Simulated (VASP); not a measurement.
# S (Cmce) in VASP: single point with PBE

Aim: the single point of S with PBE.

Everything below comes from runs of VASP 6.6.1. Logs are shortened: lines on timing, memory, paths and dates and some standing lists are left out, and cuts for length are marked.

## Step 1: The cell of the first run

The structure is orthorhombic, space group Cmce (No. 64). The conventional cell has a = 4.614 Å, b = 3.148 Å, c = 7.246 Å, α = 90.00°, β = 90.00°, γ = 90.00°. S (site symmetry m) has 8 S at 2.22 to 2.79 Å within 2.9 Å.

## Step 2: Single point, PBE

Input file INCAR:

```
  PREC = Accurate
  ENCUT = 520
  EDIFF = 1E-6
  ISMEAR = 1
  SIGMA = 0.051
  LREAL = F
  LASPH = T
  NELM = 100
  ALGO = Normal
  ISIF = 2
  LWAVE = F
  LCHARG = F
  GGA = PE
  NBANDS = 20
```

Input file KPOINTS:

```
Automatic mesh
0
Gamma
  10 10 4
```

Input file POSCAR:

```
S
1.0
    2.3068900000      1.5739860000      0.0000000000
    2.3068900000     -1.5739860000      0.0000000000
    0.0000000000      0.0000000000     -7.2460060000
S
4
Direct
    0.1940000000      0.8060000000      0.8720000000
    0.3060000000      0.6940000000      0.3720000000
    0.8060000000      0.1940000000      0.1280000000
    0.6940000000      0.3060000000      0.6280000000
```

Potentials or basis: VASP PAW PBE potentials, release 64 (S).

Launch:

```bash
$ cat potpaw_PBE.64/S/POTCAR > POTCAR
$ mpirun -np 1 vasp_std > vasp.out
```

OUTCAR:

```text
PREC = Accurate
   ENCUT = 520
   EDIFF = 1E-6
   ISMEAR = 1
   LREAL = F
   LASPH = T
   NELM = 100
   ISIF = 2
   GGA = PE

 ion  position               nearest neighbor table
   1  0.194  0.806  0.872-   3 2.22   4 2.37   4 2.37   3 2.67
   2  0.306  0.694  0.372-   4 2.22   3 2.37   3 2.37   4 2.67
   3  0.806  0.194  0.128-   1 2.22   2 2.37   2 2.37   1 2.67
   4  0.694  0.306  0.628-   2 2.22   1 2.37   1 2.37   2 2.67

  LATTYP: Found a base centered orthorhombic cell.
 ALAT       =     3.1479720000
 B/A-ratio  =     1.4656356537
 C/A-ratio  =     2.3018012867

  Lattice vectors:

 A1 = (  -2.3068900000,   1.5739860000,   0.0000000000)
 A2 = (   2.3068900000,   1.5739860000,   0.0000000000)
 A3 = (   0.0000000000,   0.0000000000,  -7.2460060000)

Analysis of symmetry for initial positions (statically):
=====================================================================
 Subroutine PRICEL returns:
 Original cell was already a primitive cell.

 Routine SETGRP: Setting up the symmetry group for a
 base centered orthorhombic supercell.

 Subroutine GETGRP returns: Found  8 space group operations
 (whereof  4 operations were pure point group operations)
 out of a pool of  8 trial point group operations.

The static configuration has the point symmetry C_2h.
 The point group associated with its full space group is D_2h.

Analysis of symmetry for dynamics (positions and initial velocities):
=====================================================================
 Subroutine PRICEL returns:
 Original cell was already a primitive cell.

 Routine SETGRP: Setting up the symmetry group for a
 base centered orthorhombic supercell.

 Subroutine GETGRP returns: Found  8 space group operations
 (whereof  4 operations were pure point group operations)
 out of a pool of  8 trial point group operations.

The dynamic configuration has the point symmetry C_2h.
 The point group associated with its full space group is D_2h.

 Subroutine INISYM returns: Found  8 space group operations
 (whereof  4 operations are pure point group operations),
 and found     1 'primitive' translations

----------------------------------------------------------------------------------------

[... 87 lines left out ...]
   PREC   = accura    normal or accurate (medium, high low for compatibility)
   ISTART =      0    job   : 0-new  1-cont  2-samecut
   ICHARG =      2    charge: 1-file 2-atom 10-const
   ISPIN  =      1    spin polarized calculation?
   LNONCOLLINEAR =      F non collinear calculations
   LSORBIT =      F    spin-orbit coupling
   LASPH  =      T    aspherical Exc in radial PAW
   ENCUT  =  520.0 eV  38.22 Ry    6.18 a.u.   5.19  5.19 13.47*2*pi/ulx,y,z
   NELM   =    100;   NELMIN=  2; NELMDL= -5     # of ELM steps
   EDIFF  = 0.1E-05   stopping-criterion for ELM
   LREAL  =      F    real-space projection
   EDIFFG = 0.1E-04   stopping-criterion for IOM
   NSW    =      0    number of steps for IOM
   IBRION =     -1    ionic relax: 0-MD 1-quasi-New 2-CG
   NFREE  =      0    steps in history (QN), initial steepest desc. (CG)
   ISIF   =      2    stress and relaxation
   ISYM   =      2    0-nonsym 1-usesym 2-fastsym
   POTIM  = 0.5000    time-step for ionic-motion
   TEBEG  =    0.0;   TEEND  =   0.0 temperature during run
   PSTRESS=    0.0 pullay stress
   NELECT =      24.0000    total number of electrons
   NUPDOWN=      -1.0000    fix difference up-down
   EMIN   =  10.00;   EMAX   =-10.00  energy-range for DOS
   EFERMI =   0.00;   METHOD = LEGACY
   ISMEAR =     1;   SIGMA  =   0.05  broadening in eV -4-tet -1-fermi 0-gaus
   EFERMI_NEDOS =   21; number of points for ismear=-14 and -15
   IALGO  =     38    algorithm
   IMIX   =      4    mixing-type and parameters
     AMIX     =   0.40;   BMIX     =  1.00
     AMIX_MAG =   1.60;   BMIX_MAG =  1.00
  volume/ion in A,a.u.               =      13.16        88.78
  Fermi-wavevector in a.u.,A,eV,Ry     =   1.260162  2.381361 21.606169  1.588009
  Thomas-Fermi vector in A             =   2.393686
   LORBIT       =      0    0 simple, 1 ext, 2 COOP (PROOUT), +10 PAW based schemes
   GGA     = PE    functional components
   LHFCALC =     F    Hartree Fock is set to
   AEXX    =    0.0000 exact exchange contribution
   IVDW    =     0    specifies the selected vdW correction
   LEPSILON=     F    determine dielectric tensor
   LRPA    =     F    only Hartree local field effects (RPA)
 non-spin polarized calculation
 Methfessel and Paxton  Order N= 1 SIGMA  =   0.05
  energy-cutoff  :      520.00
  volume of cell :       52.62
 maximum number of plane-waves:      1436
 NGX is ok and might be reduce to    24
   NGX = 11   NGY = 11   NGZ = 27

 number of electron      23.9999998 magnetization

 Free energy of the ion-electron system (eV)
  ---------------------------------------------------
  ext. energy  EPLUGINS =         0.00000000
  ---------------------------------------------------
  free energy    TOTEN  =       -11.66603396 eV

  energy without entropy =      -11.66587360  energy(sigma->0) =      -11.66598051

 E-fermi :  10.3342     XC(G=0): -12.0081

 val. band max:       10.3290480772   @ k =   0.4000   0.0000   0.2500
 cond. band min:      10.3371356323   @ k =  -0.3000   0.3000   0.0000
 fundamental gap:      0.0080875551
 Fermi energy:        10.3341963179

 k-point     1 :       0.0000    0.0000    0.0000
  band No.  band energies     occupation
      1      -8.6631      2.00000
      2      -6.2509      2.00000
      3      -5.9580      2.00000
      4       0.4225      2.00000
      5       2.0720      2.00000
      6       7.7625      2.00000
[... 541 lines left out ...]
     19      18.2359      0.00000
     20      19.7899      0.00000

 [... further k-points ...]
[... 5 lines left out ...]
  --------------------------------------------------------------------------------------
  -------------------------------------------------------------------------------------
  Total       10.4560311      6.3215610      8.7246687      0.0000000      0.0000000      0.0000000
  in kB      318.3618442    192.4768381    265.6458820      0.0000000      0.0000000      0.0000000
  external PRESSURE =     258.8281881 kB  Pullay stress =       0.0000000 kB

 VOLUME and BASIS-vectors are now :
 -----------------------------------------------------------------------------
  energy-cutoff  :      520.00
  volume of cell :       52.62
      direct lattice vectors                 reciprocal lattice vectors
     2.306890000  1.573986000  0.000000000     0.216742021  0.317664833  0.000000000
     2.306890000 -1.573986000  0.000000000     0.216742021 -0.317664833  0.000000000
     0.000000000  0.000000000 -7.246006000     0.000000000  0.000000000 -0.138007062

 POSITION                                       TOTAL-FORCE (eV/Angst)
 -----------------------------------------------------------------------------------
      2.30689     -0.96328     -6.31852         0.000000      0.125775     -0.445377
      2.30689     -0.61071     -2.69551         0.000000     -0.125775     -0.445377
      2.30689      0.96328     -0.92749         0.000000     -0.125775      0.445377
      2.30689      0.61071     -4.55049         0.000000      0.125775      0.445377
 -----------------------------------------------------------------------------------
    total drift:                               -0.000000      0.000000     -0.000000

  FREE ENERGIE OF THE ION-ELECTRON SYSTEM (eV)
  ---------------------------------------------------
  free  energy   TOTEN  =       -11.6660339629 eV

  energy  without entropy=      -11.6658736023  energy(sigma->0) =      -11.66598051
```

stdout:

```text
POSCAR found type information on POSCAR S
 POSCAR found :  1 types and       4 ions
 scaLAPACK will be used
 LDA part: xc-table for (Slater+PW92), standard interpolation
 POSCAR, INCAR and KPOINTS ok, starting setup
 FFT: planning ... GRIDC
 FFT: planning ... GRID_SOFT
 FFT: planning ... GRID
 WAVECAR not read
 entering main loop
```

Wall time 72 s (1 thread of AMD EPYC 7R43 (Zen 3), shared host); peak memory 0.17 GiB.

What came out:

```
Free energy            : -11.6660 eV
Pressure               : 25.9 GPa
Largest force          : 0.463 eV/Å
Band gap on the k mesh : zero (band 12 reaches 12.14 eV, above the bottom of band 13 at 7.93 eV)
```

Forces in eV/Å, atoms in the order of the input:
```
S    0.000  0.126 -0.445
S    0.000 -0.126 -0.445
S    0.000 -0.126  0.445
S    0.000  0.126  0.445
```
